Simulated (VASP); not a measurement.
A run of VASP 6.6.1 is set up as follows.

Contents of INCAR:

```
SYSTEM = TePb
  ALGO = Normal
  EDIFF = 1E-6
  ENCUT = 500
  GGA = PE
  GGA_COMPAT = .FALSE.
  ISIF = 2
  ISMEAR = 1
  LASPH = .TRUE.
  LCHARG = .TRUE.
  LELF = .TRUE.
  LREAL = .FALSE.
  LVHAR = .TRUE.
  LWAVE = .FALSE.
  NBANDS = 17
  NELM = 120
  PREC = Accurate
  SIGMA = 0.001
```

The input KPOINTS:

```
k-points
0
G
  4 4 4
  0 0 0
```

POSCAR

```
TePb
1.0
    0.0000000000      3.6414940692      3.6414940692
    3.6414940692      0.0000000000      3.6414940692
    3.6414940692      3.6414940692      0.0000000000
Pb Te
1 1
Direct
    0.0000000000      0.0000000000      0.0000000000
    0.2500000000      0.2500000000      0.2500000000
```

Potentials or basis: VASP PAW PBE potentials, release 64 (Pb_d, Te).

The run is started by

```sh
$ cat potpaw_PBE.64/Pb_d/POTCAR potpaw_PBE.64/Te/POTCAR > POTCAR
$ mpirun -np 1 vasp_std > vasp.out
```

(1) Predict the pressure.

(2) What does it give for the band gap on the k mesh?

## Answers

(1) 0.5 GPa.

(2) 0.59 eV, indirect (least direct gap 1.19 eV).

Caveat: spin-orbit coupling is left out, which moves the levels of the heavy elements.
